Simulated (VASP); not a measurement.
A run of VASP 6.6.1:

The input INCAR:

```
ALGO = Fast
EDIFF = 1E-6
ENCUT = 520
GGA = PS
ISIF = 2
ISMEAR = 0
LASPH = True
LCHARG = False
LREAL = False
LWAVE = False
NBANDS = 21
NELM = 60
PREC = Accurate
SIGMA = 0.15
```

Contents of KPOINTS:

```
k-points
0
Gamma
  21 21 12
```

Contents of POSCAR:

```
Ru
1.0
    2.5606140901      0.0000000000      0.0000000000
   -1.2803070450      2.2175568513      0.0000000000
    0.0000000000      0.0000000000      4.3164271716
Ru
2
Direct
    0.3333333333      0.6666666667      0.2500000000
    0.6666666667      0.3333333333      0.7500000000
```

Potentials or basis: VASP PAW PBE potentials, release 64 (Ru_pv).

Command:

```bash
$ cat potpaw_PBE.64/Ru_pv/POTCAR > POTCAR
$ mpirun -np 1 vasp_std > vasp.out
```

Hardware: 1 thread of AMD EPYC 9R45 96-Core Processor (Zen 5) (shared host).

**Question.** How long does it take, and how much memory?

**Answer.** Run time: 70 s on 1 thread of AMD EPYC 9R45 96-Core Processor (Zen 5), with other jobs on the host, peak memory 0.21 GiB. Counts: scf iterations 13, k points 336.
